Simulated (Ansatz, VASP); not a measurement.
# Zn2InO: VASP beside Ansatz

```
CELL_PARAMETERS angstrom
4.07481 0.00000 0.00000
0.00000 4.07481 0.00000
0.00000 0.00000 4.51089
ATOMIC_POSITIONS crystal
Zn 0.00000 0.50000 0.50000
Zn 0.50000 0.00000 0.50000
In 0.00000 0.00000 0.00000
O 0.50000 0.50000 0.50000
```

Alike in both runs: functional PBE; k mesh 4 × 4 × 6; occupations gaussian, width 0.1 eV; no spin polarisation.

Ansatz relaxed the structure, and its values are those at the end. VASP's run is a single point on that final structure, the one shown.

|  | VASP | Ansatz |
| --- | --- | --- |
| version | VASP 6.6.1 | Ansatz 0.2.0 |
| potentials or method | VASP PAW PBE potentials, release 64 (Zn, In_d, O), cutoff 520 eV | scalar-relativistic, plane waves, PAW |
| valence electrons in the cell | 43 | 43 |

Ansatz gave:

| Quantity | Value |
| --- | --- |
| gap on the k mesh at the Fermi level (eV) | none |
| pressure (GPa) | 0.0 |

Q: Which values does VASP return?

A: gap on the k mesh at the Fermi level (eV): none; pressure (GPa): 0.3.

A gap of «none» marks a metal or a gap that the smearing closes.

The k mesh is coarse, so the values compare programs but aren't converged.
